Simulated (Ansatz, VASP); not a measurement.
**Sn in VASP and in Ansatz**

```xyz
2
Lattice="0.0000 3.2370 3.2370 3.2370 0.0000 3.2370 3.2370 3.2370 0.0000" Properties=species:S:1:pos:R:3 pbc="T T T"
Sn    0.0000    0.0000    0.0000
Sn    1.6185    1.6185    1.6185
```

Alike in both runs: functional LDA; k mesh 12 × 12 × 12; occupations gaussian, width 0.1 eV; no spin polarisation.

Ansatz relaxed the structure, and its values are those at the end. VASP's run is a single point on that final structure, the one shown.

```csv
,VASP,Ansatz
version,VASP 6.6.1,Ansatz 0.2.0
potentials or method,"VASP PAW LDA potentials, release 64 (Sn_d), cutoff 500 eV","scalar-relativistic, plane waves, PAW"
valence electrons in the cell,28,28
```

|  | VASP | Ansatz | Ansatz less VASP |
| --- | --- | --- | --- |
| gap on the k mesh at the Fermi level (eV) | none | none | - |
| pressure (GPa) | 0.0 | 0.0 | -0.03 |

LDA's correlation is that of Perdew and Zunger in VASP and of Perdew and Wang (1992) in Ansatz. A gap of «none» marks a metal or a gap that the smearing closes.
